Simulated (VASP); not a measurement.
# Os (Im-3m) in VASP: relaxation of cell and atoms with PBE

Aim: the relaxation of cell and atoms of Os with PBE.

All numbers are computed with VASP 6.6.1; they aren't measurements. Logs are shortened: lines on timing, memory, paths and dates and some standing lists are left out, and cuts for length are marked.

## (1) The cell of the first run

It takes space group Im-3m (No. 229, cubic). The conventional cell has a = 2.843 Å, b = 2.843 Å, c = 2.843 Å, α = 90.00°, β = 90.00°, γ = 90.00°. Os (site symmetry m-3m) has 14 Os at 2.46 to 2.84 Å within 3.3 Å.

This isn't the form of Os at room conditions, which is hcp.

## (2) Relaxation of cell and atoms, PBE, target pressure 160 GPa, at which the enthalpy is minimised

Input file INCAR:

```
PREC = Accurate
ENCUT = 600
EDIFF = 1E-6
ISMEAR = -1
SIGMA = 0.1
LREAL = False
LASPH = True
NELM = 60
ALGO = Normal
ISIF = 3
LWAVE = False
LCHARG = False
GGA = PE
IBRION = 2
NSW = 32
EDIFFG = -0.005
PSTRESS = 1600.0
```

Input file KPOINTS:

```
Automatic mesh
0
Gamma
  19 19 19
```

Input file POSCAR:

```
Os
1.0
   -1.4212773532      1.4212773532      1.4212773532
    1.4212773532     -1.4212773532      1.4212773532
    1.4212773532      1.4212773532     -1.4212773532
Os
1
Direct
    0.0000000000      0.0000000000      0.0000000000
```

Potentials or basis: VASP PAW PBE potentials, release 64 (Os).

The run is started by

```sh
cat potpaw_PBE.64/Os/POTCAR > POTCAR
mpirun -np 1 vasp_std > vasp.out
```

OUTCAR:

```text
PREC = Accurate
   ENCUT = 600
   EDIFF = 1E-6
   ISMEAR = -1
   LREAL = False
   LASPH = True
   NELM = 60
   ISIF = 3
   GGA = PE
   IBRION = 2
   NSW = 32
   EDIFFG = -0.005
   PSTRESS = 1600.0

 ion  position               nearest neighbor table
   1  0.000  0.000  0.000-

  LATTYP: Found a body centered cubic cell.
 ALAT       =     2.8425547064

  Lattice vectors:

 A1 = (  -1.4212773532,   1.4212773532,   1.4212773532)
 A2 = (   1.4212773532,  -1.4212773532,   1.4212773532)
 A3 = (   1.4212773532,   1.4212773532,  -1.4212773532)

Analysis of symmetry for initial positions (statically):
=====================================================================
 Subroutine PRICEL returns:
 Original cell was already a primitive cell.

 Routine SETGRP: Setting up the symmetry group for a
 body centered cubic supercell.

 Subroutine GETGRP returns: Found 48 space group operations
 (whereof 48 operations were pure point group operations)
 out of a pool of 48 trial point group operations.

The static configuration has the point symmetry O_h .

Analysis of symmetry for dynamics (positions and initial velocities):
=====================================================================
 Subroutine PRICEL returns:
 Original cell was already a primitive cell.

 Routine SETGRP: Setting up the symmetry group for a
 body centered cubic supercell.

 Subroutine GETGRP returns: Found 48 space group operations
 (whereof 48 operations were pure point group operations)
 out of a pool of 48 trial point group operations.

The dynamic configuration has the point symmetry O_h .

 Subroutine INISYM returns: Found 48 space group operations
 (whereof 48 operations are pure point group operations),
 and found     1 'primitive' translations

----------------------------------------------------------------------------------------

                                     Primitive cell

  volume of cell :      11.4841

  direct lattice vectors                    reciprocal lattice vectors
    -1.421277353  1.421277353  1.421277353     0.000000000  0.351796220  0.351796220
     1.421277353 -1.421277353  1.421277353     0.351796220  0.000000000  0.351796220
     1.421277353  1.421277353 -1.421277353     0.351796220  0.351796220  0.000000000

  length of vectors
     2.461724587  2.461724587  2.461724587     0.497514985  0.497514985  0.497514985

  position of ions in fractional coordinates (direct lattice)
     0.000000000  0.000000000  0.000000000

  ion indices of the primitive-cell ions
   primitive index   ion index
                 1           1

----------------------------------------------------------------------------------------

 KPOINTS: Automatic mesh

Automatic generation of k-mesh.
 Grid dimensions read from file:
 generate k-points for:   19   19   19

 Generating k-lattice:

  Cartesian coordinates                     Fractional coordinates (reciprocal lattice)
     0.000000000  0.018515591  0.018515591     0.052631579  0.000000000  0.000000000
     0.018515591  0.000000000  0.018515591     0.000000000  0.052631579  0.000000000
     0.018515591  0.018515591  0.000000000     0.000000000  0.000000000  0.052631579

  Length of vectors
     0.026184999  0.026184999  0.026184999

  Shift w.r.t. Gamma in fractional coordinates (k-lattice)
     0.000000000  0.000000000  0.000000000

 Subroutine IBZKPT returns following result:
 ===========================================

 Found    220 irreducible k-points:

 Following reciprocal coordinates:
            Coordinates               Weight
  0.000000  0.000000  0.000000      1.000000
  0.052632  0.000000  0.000000     12.000000
  0.105263  0.000000  0.000000     12.000000
  0.157895  0.000000  0.000000     12.000000
  0.210526  0.000000  0.000000     12.000000
  0.263158  0.000000  0.000000     12.000000
[... 16 lines left out ...]
  0.263158  0.105263  0.000000     48.000000
  0.315789  0.105263 -0.000000     48.000000
 [... further k-points ...]
   k-points           NKPTS =    220   k-points in BZ     NKDIM =    220   number of bands    NBANDS=      8
   number of dos      NEDOS =    301   number of ions     NIONS =      1
   total plane-waves  NPLWV =   8000
   dimension x,y,z NGX =    20 NGY =   20 NGZ =   20
   dimension x,y,z NGXF=    40 NGYF=   40 NGZF=   40
   ions per type =               1
   NGX,Y,Z   is equivalent  to a cutoff of  13.51, 13.51, 13.51 a.u.
   NGXF,Y,Z  is equivalent  to a cutoff of  27.01, 27.01, 27.01 a.u.
 SYSTEM =  unknown system
   PREC   = accura    normal or accurate (medium, high low for compatibility)
   ISTART =      0    job   : 0-new  1-cont  2-samecut
   ICHARG =      2    charge: 1-file 2-atom 10-const
   ISPIN  =      1    spin polarized calculation?
   LNONCOLLINEAR =      F non collinear calculations
   LSORBIT =      F    spin-orbit coupling
   LASPH  =      T    aspherical Exc in radial PAW
   ENCUT  =  600.0 eV  44.10 Ry    6.64 a.u.   4.92  4.92  4.92*2*pi/ulx,y,z
   NELM   =     60;   NELMIN=  2; NELMDL= -5     # of ELM steps
   EDIFF  = 0.1E-05   stopping-criterion for ELM
   LREAL  =      F    real-space projection
   EDIFFG = -.5E-02   stopping-criterion for IOM
   NSW    =     32    number of steps for IOM
   IBRION =      2    ionic relax: 0-MD 1-quasi-New 2-CG
   NFREE  =      1    steps in history (QN), initial steepest desc. (CG)
   ISIF   =      3    stress and relaxation
   ISYM   =      2    0-nonsym 1-usesym 2-fastsym
   POTIM  = 0.5000    time-step for ionic-motion
   TEBEG  =    0.0;   TEEND  =   0.0 temperature during run
   PSTRESS= 1600.0 pullay stress
   NELECT =       8.0000    total number of electrons
   NUPDOWN=      -1.0000    fix difference up-down
   EMIN   =  10.00;   EMAX   =-10.00  energy-range for DOS
   EFERMI =   0.00;   METHOD = LEGACY
   ISMEAR =    -1;   SIGMA  =   0.10  broadening in eV -4-tet -1-fermi 0-gaus
   EFERMI_NEDOS =   21; number of points for ismear=-14 and -15
   IALGO  =     38    algorithm
   IMIX   =      4    mixing-type and parameters
     AMIX     =   0.40;   BMIX     =  1.00
     AMIX_MAG =   1.60;   BMIX_MAG =  1.00
  volume/ion in A,a.u.               =      11.48        77.50
  Fermi-wavevector in a.u.,A,eV,Ry     =   1.451240  2.742446 28.655208  2.106098
  Thomas-Fermi vector in A             =   2.568760
   LORBIT       =      0    0 simple, 1 ext, 2 COOP (PROOUT), +10 PAW based schemes
   GGA     = PE    functional components
   LHFCALC =     F    Hartree Fock is set to
   AEXX    =    0.0000 exact exchange contribution
   IVDW    =     0    specifies the selected vdW correction
   LEPSILON=     F    determine dielectric tensor
   LRPA    =     F    only Hartree local field effects (RPA)
 conjugate gradient relaxation of ions
 non-spin polarized calculation
  energy-cutoff  :      600.00
  volume of cell :       11.48
 maximum number of plane-waves:       394
   NGX =  9   NGY =  9   NGZ =  9

--------------------------------------- Ionic step        1  -------------------------------------------

 number of electron       7.9999999 magnetization

 Free energy of the ion-electron system (eV)
  ---------------------------------------------------
  ext. energy  EPLUGINS =         0.00000000
  ---------------------------------------------------
  free energy    TOTEN  =        -9.03490246 eV

  energy without entropy =       -9.00020046  energy(sigma->0) =       -9.01755146

------------------------ aborting loop because EDIFF is reached ----------------------------------------

  FORCE on cell =-STRESS in cart. coord.  units (eV):
  Direction    XX          YY          ZZ          XY          YZ          ZX
  --------------------------------------------------------------------------------------
  -------------------------------------------------------------------------------------
  Total       11.9115898     11.9115898     11.9115898     -0.0000000      0.0000000     -0.0000000
  in kB     1661.8193498   1661.8193498   1661.8193498     -0.0000000      0.0000000     -0.0000000
  external PRESSURE =      61.8193498 kB  Pullay stress =    1600.0000000 kB
[... 96 lines left out ...]
  enthalpy is  TOTEN    =         2.4322749958 eV   P V=       11.5393812143

--------------------------------------- Ionic step        4  -------------------------------------------

 number of electron       7.9999999 magnetization

 Free energy of the ion-electron system (eV)
  ---------------------------------------------------
  ext. energy  EPLUGINS =         0.00000000
  ---------------------------------------------------
  free energy    TOTEN  =        -9.10498042 eV

  energy without entropy =       -9.06996795  energy(sigma->0) =       -9.08747418

 E-fermi :  13.0506     XC(G=0): -15.1711

 val. band max:       13.0472425949   @ k =   0.3684   0.1579   0.0526
 cond. band min:      13.0511689832   @ k =   0.4737   0.0000   0.0000
 fundamental gap:      0.0039263883
 Fermi energy:        13.0505943514

 k-point     1 :       0.0000    0.0000    0.0000
  band No.  band energies     occupation
      1      -0.0948      2.00000
      2       8.4183      2.00000
      3       8.4183      2.00000
      4       8.4183      2.00000
      5      12.8116      1.83205
      6      12.8116      1.83205
      7      29.2449      0.00000
      8      29.2449      0.00000
[... 243 lines left out ...]
 k-point    24 :       0.3158    0.1053   -0.0000
  band No.  band energies     occupation
      1       3.5458      2.00000
      2       6.0552      2.00000
      3       9.2799      2.00000
      4      12.4381      1.99563
      5      13.8878      0.00046
      6      16.4475      0.00000
      7      27.0818      0.00000
      8      28.6056      0.00000

 [... further k-points ...]
[... 5 lines left out ...]
  --------------------------------------------------------------------------------------
  -------------------------------------------------------------------------------------
  Total       11.5331614     11.5331614     11.5331614      0.0000000      0.0000000      0.0000000
  in kB     1599.4324829   1599.4324829   1599.4324829      0.0000000      0.0000000      0.0000000
  external PRESSURE =      -0.5675171 kB  Pullay stress =    1600.0000000 kB
[... 16 lines left out ...]
  FREE ENERGIE OF THE ION-ELECTRON SYSTEM (eV)
  ---------------------------------------------------
  free  energy   TOTEN  =        -9.1049804207 eV

  energy  without entropy=       -9.0699679471  energy(sigma->0) =       -9.08747418

  enthalpy is  TOTEN    =         2.4322732711 eV   P V=       11.5372536918

 reached required accuracy - stopping structural energy minimisation
```

Run time: 38 s. Hardware: 1 thread of Oxide Virtual Turin-like, shared host; peak memory 0.12 GiB.

Results:

* Free energy: -9.1050 eV
* Relaxed volume: 11.55 Å³/atom
* Relaxed cell: a = 2.467 Å, b = 2.467 Å, c = 2.467 Å, α = 109.47°, β = 109.47°, γ = 109.47°
* Space group after relaxing (to 0.1 Å): Im-3m (No. 229)
* Energy change on relaxing (the run minimises the enthalpy): -70.1 meV/atom
* Ionic steps: 4
* Pressure after relaxing: 159.9 GPa
* Band gap on the k mesh: zero (bands 4 and 5 overlap by 6.41 eV)

The path:
```
step  energy change (eV)  largest force (eV/Å)  pressure (GPa)  volume (Å³)
   1              0.0000                0.0000          166.18        11.48
   2             -0.6347                0.0000          107.22        12.24
   3             -0.0722                0.0000          159.81        11.56
   4             -0.0701                0.0000          159.94        11.55
```

Final structure:
```yaml
crystal:
  lattice:
    - [-1.42411, 1.42411, 1.42411]
    - [1.42411, -1.42411, 1.42411]
    - [1.42411, 1.42411, -1.42411]
  atoms:
    - { symbol: Os, position: [0.00000, 0.00000, 0.00000] }
```

Caveat: the cell is relaxed towards a set pressure, so the run minimises the enthalpy, not the energy; spin-orbit coupling is left out, which moves the levels of the heavy elements.
